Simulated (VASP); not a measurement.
Set up this calculation in VASP 6.6.1, as the native input.

```yaml
Task: single point
Functional: PBE
Potentials_or_basis: VASP PAW PBE potentials, release 64 (Li_sv, Cl)
Cutoff: 520 eV
k_mesh: 4 × 4 × 4
Occupations: gaussian, width 0.1 eV
Spin: no spin polarisation
Dipole_correction: no
Further_INCAR_settings: ALGO = Normal; EDIFF = 1e-06; NBANDS = 30
```

The structure of LiCl lies in POSCAR:

```
LiCl
1.0
    0.0002562913      0.0000038024      5.1809665843
   -4.1889708096      4.1593941842      2.5901786498
   -4.1896550660     -4.1593718357      2.5901857279
Li Cl
4 4
Direct
    0.6420919765      0.5007738334      0.2148118926
    0.3585417214      0.4992205241      0.7851815815
    0.1429288349      0.2148605103      0.5005108194
    0.8580897930      0.7851247076      0.4995337113
    0.6503712806      0.1972001759      0.5012017824
    0.3487666822      0.8028127210      0.4988199049
    0.1502694409      0.5014672452      0.1971550727
    0.8489402707      0.4985402824      0.8027852351
```

These files were run (other wordings do the same):

INCAR

```
ALGO = Normal
EDIFF = 1E-6
ENCUT = 520
GGA = PE
ISIF = 2
ISMEAR = 0
LASPH = True
LCHARG = False
LREAL = False
LWAVE = False
NBANDS = 30
NELM = 80
PREC = Accurate
SIGMA = 0.1
```

KPOINTS

```
k-points
0
Gamma
  4 4 4
```

Potentials or basis: VASP PAW PBE potentials, release 64 (Li_sv, Cl).

Launch:

```console
$ cat potpaw_PBE.64/Li_sv/POTCAR potpaw_PBE.64/Cl/POTCAR > POTCAR
$ mpirun -np 1 vasp_std > vasp.out
```

It gave:

- Largest force: 0.005 eV/Å
- Band gap on the k mesh: 5.43 eV

It took 5.3 min on 1 thread of Oxide Virtual Turin-like Processor (shared host), peak memory 0.32 GiB.
